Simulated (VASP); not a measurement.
# CsPbI2Br (P4/mmm) in VASP: single point with LDA

Aim: the single point of CsPbI2Br with LDA.

All numbers are computed with VASP 6.6.1; they aren't measurements. Logs are shortened: lines on timing, memory, paths and dates and some standing lists are left out, and cuts for length are marked.

## (1) The cell of the first run

Symmetry: P4/mmm, No. 123, tetragonal system. The conventional cell has a = 6.375 Å, b = 6.375 Å, c = 5.724 Å, α = 90.00°, β = 90.00°, γ = 90.00°. Cs (site symmetry 4/mmm) has 8 I at 4.28 Å and 4 Br at 4.51 Å and 8 Pb at 5.34 Å and 2 Cs at 5.72 Å within 5.8 Å. Pb (site symmetry 4/mmm) has 2 Br at 2.86 Å and 4 I at 3.19 Å within 3.8 Å. Within 4.3 Å of I (site symmetry mmm) lie 2 Pb at 3.19 Å and 4 Cs at 4.28 Å and 4 Br at 4.28 Å. Br (site symmetry 4/mmm) has 2 Pb at 2.86 Å within 3.8 Å.

## (2) Single point, LDA (strain -0.0400 x Voigt [0, 0, 1, 0, 0, 0])

INCAR reads:

```
SYSTEM = CsPbI2Br
PREC = Accurate ; ENCUT = 520
EDIFF = 1E-6 ; ISMEAR = 0
SIGMA = 0.05 ; LREAL = .False.
LASPH = .True. ; NELM = 100
ALGO = Normal ; ISIF = 2
LWAVE = .False. ; LCHARG = .False.
NBANDS = 30
```

KPOINTS reads:

```
Automatic mesh
0
Gamma
  4 4 6
  0 0 0
```

POSCAR reads:

```
CsPbI2Br
1.0
    6.3752960000      0.0000000000      0.0000000000
    0.0000000000      6.3752960000      0.0000000000
    0.0000000000      0.0000000000      5.7237312000
Cs Pb I Br
1 1 2 1
Direct
    0.5000000000      0.5000000000      0.5000000000
    0.0000000000      0.0000000000      0.0000000000
    0.0000000000      0.5000000000      0.0000000000
    0.5000000000      0.0000000000      0.0000000000
    0.0000000000      0.0000000000      0.5000000000
```

Potentials or basis: VASP PAW LDA potentials, release 64 (Cs_sv, Pb_d, I, Br).

Run with:

```sh
$ cat potpaw_LDA.64/Cs_sv/POTCAR potpaw_LDA.64/Pb_d/POTCAR potpaw_LDA.64/I/POTCAR potpaw_LDA.64/Br/POTCAR > POTCAR
$ mpirun -np 1 vasp_std > vasp.out
```

OUTCAR:

```text
SYSTEM = CsPbI2Br
   PREC = Accurate
   ENCUT = 520
   EDIFF = 1E-6
   ISMEAR = 0
   LREAL = .False.
   LASPH = .True.
   NELM = 100
   ISIF = 2

 ion  position               nearest neighbor table
   1  0.500  0.500  0.500-
   2  0.000  0.000  0.000-   5 2.86   5 2.86   3 3.19   4 3.19   3 3.19   4 3.19
   3  0.000  0.500  0.000-   2 3.19   2 3.19
   4  0.500  0.000  0.000-   2 3.19   2 3.19
   5  0.000  0.000  0.500-   2 2.86   2 2.86

  LATTYP: Found a simple tetragonal cell.
 ALAT       =     6.3752960000
 C/A-ratio  =     0.8977985022

  Lattice vectors:

 A1 = (   6.3752960000,   0.0000000000,   0.0000000000)
 A2 = (   0.0000000000,   6.3752960000,   0.0000000000)
 A3 = (   0.0000000000,   0.0000000000,   5.7237312000)

Analysis of symmetry for initial positions (statically):
=====================================================================
 Subroutine PRICEL returns:
 Original cell was already a primitive cell.

 Routine SETGRP: Setting up the symmetry group for a
 simple tetragonal supercell.

 Subroutine GETGRP returns: Found 16 space group operations
 (whereof 16 operations were pure point group operations)
 out of a pool of 16 trial point group operations.

The static configuration has the point symmetry D_4h.

Analysis of symmetry for dynamics (positions and initial velocities):
=====================================================================
 Subroutine PRICEL returns:
 Original cell was already a primitive cell.

 Routine SETGRP: Setting up the symmetry group for a
 simple tetragonal supercell.

 Subroutine GETGRP returns: Found 16 space group operations
 (whereof 16 operations were pure point group operations)
 out of a pool of 16 trial point group operations.

The dynamic configuration has the point symmetry D_4h.

 Subroutine INISYM returns: Found 16 space group operations
 (whereof 16 operations are pure point group operations),
 and found     1 'primitive' translations

----------------------------------------------------------------------------------------

                                     Primitive cell

  volume of cell :     232.6376

  direct lattice vectors                    reciprocal lattice vectors
     6.375296000  0.000000000  0.000000000     0.156855462  0.000000000  0.000000000
     0.000000000  6.375296000  0.000000000     0.000000000  0.156855462  0.000000000
     0.000000000  0.000000000  5.723731200     0.000000000  0.000000000  0.174711209

  length of vectors
     6.375296000  6.375296000  5.723731200     0.156855462  0.156855462  0.174711209

  position of ions in fractional coordinates (direct lattice)
     0.500000000  0.500000000  0.500000000
     0.000000000  0.000000000  0.000000000
     0.000000000  0.500000000  0.000000000
     0.500000000  0.000000000  0.000000000
     0.000000000  0.000000000  0.500000000

  ion indices of the primitive-cell ions
   primitive index   ion index
                 1           1
                 2           2
                 3           3
                 4           4
                 5           5

----------------------------------------------------------------------------------------

 KPOINTS: Automatic mesh

Automatic generation of k-mesh.
 Grid dimensions read from file:
 generate k-points for:    4    4    6

 Generating k-lattice:

  Cartesian coordinates                     Fractional coordinates (reciprocal lattice)
     0.039213866  0.000000000  0.000000000     0.250000000  0.000000000  0.000000000
     0.000000000  0.039213866  0.000000000     0.000000000  0.250000000  0.000000000
     0.000000000  0.000000000  0.029118535     0.000000000  0.000000000  0.166666667

  Length of vectors
     0.039213866  0.039213866  0.029118535

  Shift w.r.t. Gamma in fractional coordinates (k-lattice)
     0.000000000  0.000000000  0.000000000

 Subroutine IBZKPT returns following result:
 ===========================================

 Found     24 irreducible k-points:

 Following reciprocal coordinates:
            Coordinates               Weight
  0.000000  0.000000  0.000000      1.000000
  0.250000  0.000000  0.000000      4.000000
  0.500000  0.000000  0.000000      2.000000
  0.250000  0.250000  0.000000      4.000000
  0.500000  0.250000  0.000000      4.000000
  0.500000  0.500000  0.000000      1.000000
[... 16 lines left out ...]
  0.500000  0.250000  0.500000      4.000000
  0.500000  0.500000  0.500000      1.000000
   k-points           NKPTS =     24   k-points in BZ     NKDIM =     24   number of bands    NBANDS=     30
   number of dos      NEDOS =    301   number of ions     NIONS =      5
   total plane-waves  NPLWV = 110592
   dimension x,y,z NGX =    48 NGY =   48 NGZ =   48
   dimension x,y,z NGXF=    96 NGYF=   96 NGZF=   96
   ions per type =               1   1   2   1
   NGX,Y,Z   is equivalent  to a cutoff of  12.52, 12.52, 13.94 a.u.
   NGXF,Y,Z  is equivalent  to a cutoff of  25.03, 25.03, 27.88 a.u.
 SYSTEM =  CsPbI2Br
   PREC   = accura    normal or accurate (medium, high low for compatibility)
   ISTART =      0    job   : 0-new  1-cont  2-samecut
   ICHARG =      2    charge: 1-file 2-atom 10-const
   ISPIN  =      1    spin polarized calculation?
   LNONCOLLINEAR =      F non collinear calculations
   LSORBIT =      F    spin-orbit coupling
   LASPH  =      T    aspherical Exc in radial PAW
   ENCUT  =  520.0 eV  38.22 Ry    6.18 a.u.  11.85 11.85 10.64*2*pi/ulx,y,z
   NELM   =    100;   NELMIN=  2; NELMDL= -5     # of ELM steps
   EDIFF  = 0.1E-05   stopping-criterion for ELM
   LREAL  =      F    real-space projection
   EDIFFG = 0.1E-04   stopping-criterion for IOM
   NSW    =      0    number of steps for IOM
   IBRION =     -1    ionic relax: 0-MD 1-quasi-New 2-CG
   NFREE  =      0    steps in history (QN), initial steepest desc. (CG)
   ISIF   =      2    stress and relaxation
   ISYM   =      2    0-nonsym 1-usesym 2-fastsym
   POTIM  = 0.5000    time-step for ionic-motion
   TEBEG  =    0.0;   TEEND  =   0.0 temperature during run
   PSTRESS=    0.0 pullay stress
   NELECT =      44.0000    total number of electrons
   NUPDOWN=      -1.0000    fix difference up-down
   EMIN   =  10.00;   EMAX   =-10.00  energy-range for DOS
   EFERMI =   0.00;   METHOD = LEGACY
   ISMEAR =     0;   SIGMA  =   0.05  broadening in eV -4-tet -1-fermi 0-gaus
   EFERMI_NEDOS =   21; number of points for ismear=-14 and -15
   IALGO  =     38    algorithm
   IMIX   =      4    mixing-type and parameters
     AMIX     =   0.40;   BMIX     =  1.00
     AMIX_MAG =   1.60;   BMIX_MAG =  1.00
  volume/ion in A,a.u.               =      46.53       313.98
  Fermi-wavevector in a.u.,A,eV,Ry     =   0.939721  1.775816 12.014980  0.883076
  Thomas-Fermi vector in A             =   2.067062
   LORBIT       =      0    0 simple, 1 ext, 2 COOP (PROOUT), +10 PAW based schemes
   GGA     = CA    functional components
   LHFCALC =     F    Hartree Fock is set to
   AEXX    =    0.0000 exact exchange contribution
   IVDW    =     0    specifies the selected vdW correction
   LEPSILON=     F    determine dielectric tensor
   LRPA    =     F    only Hartree local field effects (RPA)
 non-spin polarized calculation
 Gauss-broadening in eV      SIGMA  =   0.05
  energy-cutoff  :      520.00
  volume of cell :      232.64
 maximum number of plane-waves:      6290
 NGX is ok and might be reduce to    48
   NGX = 23   NGY = 23   NGZ = 21

 number of electron      44.0000005 magnetization

 Free energy of the ion-electron system (eV)
  ---------------------------------------------------
  ext. energy  EPLUGINS =         0.00000000
  ---------------------------------------------------
  free energy    TOTEN  =       -16.53058829 eV

  energy without entropy =      -16.53058829  energy(sigma->0) =      -16.53058829

 E-fermi :   1.7257     XC(G=0):  -7.8656

 val. band max:        1.5165206137   @ k =   0.5000   0.5000   0.5000
 cond. band min:       2.6107227260   @ k =   0.5000   0.5000   0.5000
 fundamental gap:      1.0942021123
 Fermi energy:         1.7257353082

 k-point     1 :       0.0000    0.0000    0.0000
  band No.  band energies     occupation
      1     -19.9081      2.00000
      2     -15.3394      2.00000
      3     -15.2506      2.00000
      4     -15.1893      2.00000
      5     -15.1648      2.00000
      6     -15.1648      2.00000
[... 22 lines left out ...]
     29       6.8108      0.00000
     30       6.8108      0.00000

 k-point     2 :       0.2500    0.0000    0.0000
  band No.  band energies     occupation
      1     -19.9080      2.00000
      2     -15.3384      2.00000
      3     -15.2461      2.00000
      4     -15.1895      2.00000
      5     -15.1650      2.00000
      6     -15.1648      2.00000
[... 22 lines left out ...]
     29       6.4463      0.00000
     30       6.7852      0.00000

 k-point     3 :       0.5000    0.0000    0.0000
  band No.  band energies     occupation
      1     -19.9078      2.00000
      2     -15.3376      2.00000
      3     -15.2416      2.00000
      4     -15.1898      2.00000
      5     -15.1653      2.00000
      6     -15.1648      2.00000
[... 22 lines left out ...]
     29       6.9586      0.00000
     30       7.2629      0.00000

 k-point     4 :       0.2500    0.2500    0.0000
  band No.  band energies     occupation
      1     -19.9078      2.00000
      2     -15.3374      2.00000
      3     -15.2417      2.00000
      4     -15.1898      2.00000
      5     -15.1650      2.00000
      6     -15.1650      2.00000
[... 616 lines left out ...]
     29       6.9424      0.00000
     30       7.0218      0.00000

 k-point    23 :       0.5000    0.2500    0.5000
  band No.  band energies     occupation
      1     -19.9064      2.00000
      2     -15.2396      2.00000
      3     -15.2345      2.00000
      4     -15.1900      2.00000
      5     -15.1668      2.00000
      6     -15.1666      2.00000
[... 22 lines left out ...]
     29       6.4902      0.00000
     30       7.0804      0.00000

 k-point    24 :       0.5000    0.5000    0.5000
  band No.  band energies     occupation
      1     -19.9063      2.00000
      2     -15.2354      2.00000
      3     -15.2327      2.00000
      4     -15.1903      2.00000
      5     -15.1668      2.00000
      6     -15.1668      2.00000
[... 22 lines left out ...]
     29       6.2470      0.00000
     30       7.1374      0.00000

------------------------ aborting loop because EDIFF is reached ----------------------------------------

  FORCE on cell =-STRESS in cart. coord.  units (eV):
  Direction    XX          YY          ZZ          XY          YZ          ZX
  --------------------------------------------------------------------------------------
  -------------------------------------------------------------------------------------
  Total       -2.1603543     -2.1603543     -0.1079819      0.0000000      0.0000000      0.0000000
  in kB      -14.8783793    -14.8783793     -0.7436725      0.0000000      0.0000000      0.0000000
  external PRESSURE =     -10.1668104 kB  Pullay stress =       0.0000000 kB

 VOLUME and BASIS-vectors are now :
 -----------------------------------------------------------------------------
  energy-cutoff  :      520.00
  volume of cell :      232.64
      direct lattice vectors                 reciprocal lattice vectors
     6.375296000  0.000000000  0.000000000     0.156855462  0.000000000  0.000000000
     0.000000000  6.375296000  0.000000000     0.000000000  0.156855462  0.000000000
     0.000000000  0.000000000  5.723731200     0.000000000  0.000000000  0.174711209

 POSITION                                       TOTAL-FORCE (eV/Angst)
 -----------------------------------------------------------------------------------
      3.18765      3.18765      2.86187         0.000000      0.000000      0.000000
      0.00000      0.00000      0.00000         0.000000      0.000000      0.000000
      0.00000      3.18765      0.00000         0.000000      0.000000      0.000000
      3.18765      0.00000      0.00000         0.000000      0.000000      0.000000
      0.00000      0.00000      2.86187         0.000000      0.000000      0.000000
 -----------------------------------------------------------------------------------
    total drift:                               -0.000000     -0.000000      0.000000

  FREE ENERGIE OF THE ION-ELECTRON SYSTEM (eV)
  ---------------------------------------------------
  free  energy   TOTEN  =       -16.5305882893 eV

  energy  without entropy=      -16.5305882892  energy(sigma->0) =      -16.53058829
```

It took 5.1 min on 1 thread of AMD EPYC 7R43 (Zen 3), shared host; peak memory 0.35 GiB.

What came out:

* Free energy: -16.5306 eV
* Pressure: -1.0 GPa
* Band gap on the k mesh: 1.09 eV

Levels at points of the mesh, in eV from the valence-band top:
```
           k point  band 20  band 21  band 22  band 23  band 24  band 25
(0.00, 0.00, 0.00)    -1.48    -1.48    -1.48     2.65     3.52     4.02
(0.50, 0.00, 0.00)    -1.65    -1.57    -1.15     2.02     3.99     4.51
(0.50, 0.50, 0.00)    -1.63    -1.11    -0.73     1.70     1.70     4.94
(0.00, 0.00, 0.50)    -1.60    -1.60    -1.13     2.44     4.50     4.64
(0.50, 0.00, 0.50)    -1.85    -1.24    -0.50     1.53     2.04     4.47
(0.50, 0.50, 0.50)    -1.20    -1.07     0.00     1.09     1.09     1.53
```

Caveat: the cell differs from its parent crystal (strain -0.0400 x Voigt [0, 0, 1, 0, 0, 0]); spin-orbit coupling is left out, which moves the levels of the heavy elements. A k mesh can miss the band edges.
